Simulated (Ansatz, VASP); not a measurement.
## Si2Ni: VASP beside Ansatz

The input INCAR:

```
PREC     = Accurate       # precision mode
ENCUT    = 520            # plane-wave cutoff, eV
EDIFF    = 1E-7           # SCF threshold, eV
ISMEAR   = -1             # smearing method
SIGMA    = 0.05           # smearing width, eV
LREAL    = F              # projectors in reciprocal space
LASPH    = T              # aspherical terms in the spheres
NELM     = 80             # most SCF steps
ALGO     = Normal         # electronic algorithm
ISIF     = 2              # what is computed and relaxed
LWAVE    = F              # write WAVECAR
LCHARG   = F              # write CHGCAR
GGA      = PS             # functional
NBANDS   = 16             # bands
```

File KPOINTS:

```
regular mesh
0
Gamma
  11 11 11
```

The input POSCAR:

```
Si2Ni
1.0
    0.0000000000      2.4152895702      2.4152895702
    2.4152895702      0.0000000000      2.4152895702
    2.4152895702      2.4152895702      0.0000000000
Ni Si
1 2
Direct
    0.0000000000      0.0000000000      0.0000000000
    0.2500000000      0.2500000000      0.2500000000
    0.7500000000      0.7500000000      0.7500000000
```

Input for Ansatz:

```yaml
crystal:
  lattice:
    - [0.0, 2.4152895702, 2.4152895702]
    - [2.4152895702, 0.0, 2.4152895702]
    - [2.4152895702, 2.4152895702, 0.0]
  atoms:
    - { symbol: Ni, position: [0.0, 0.0, 0.0] }
    - { symbol: Si, position: [0.25, 0.25, 0.25] }
    - { symbol: Si, position: [0.75, 0.75, 0.75] }
kpoints:
  mp_grid: { grid: [11, 11, 11] }
scf:
  occupations: { method: fermi_dirac, width: 0.05 }
hamiltonian:
  xc: pbesol
  pseudopotentials: { kind: paw }
output:
  forces: true
  stress: true
  eigenvalues: true
  populations: true
```

Change from the starting cell: volume scaled by 0.72, PAW files.

Alike in both runs: task single point; functional PBEsol; k mesh 11 × 11 × 11; occupations fermi-dirac, width 0.05 eV; no spin polarisation.

|  | VASP | Ansatz |
| --- | --- | --- |
| version | VASP 6.6.1 | Ansatz 0.2.0 |
| potentials or method | VASP PAW PBE potentials, release 64 (Ni, Si) | PAW with Ansatz's default frozen-core files, scalar-relativistic |
| plane-wave cutoff (eV) | 520 | 420 |
| valence electrons in the cell | 18 | 26 |

```csv
,VASP,Ansatz,Ansatz less VASP
pressure (GPa),111.6,111.6,-0.06
```

VASP's potentials were made for PBE, not for PBEsol. Both programs put the cell under a high pressure, so it lies far from rest at this level. VASP's potentials hold 18 valence electrons a cell and Ansatz's 26, so a difference there can come from the potentials and not from the codes.

Noted on VASP's run: the cell as given lies far from equilibrium.
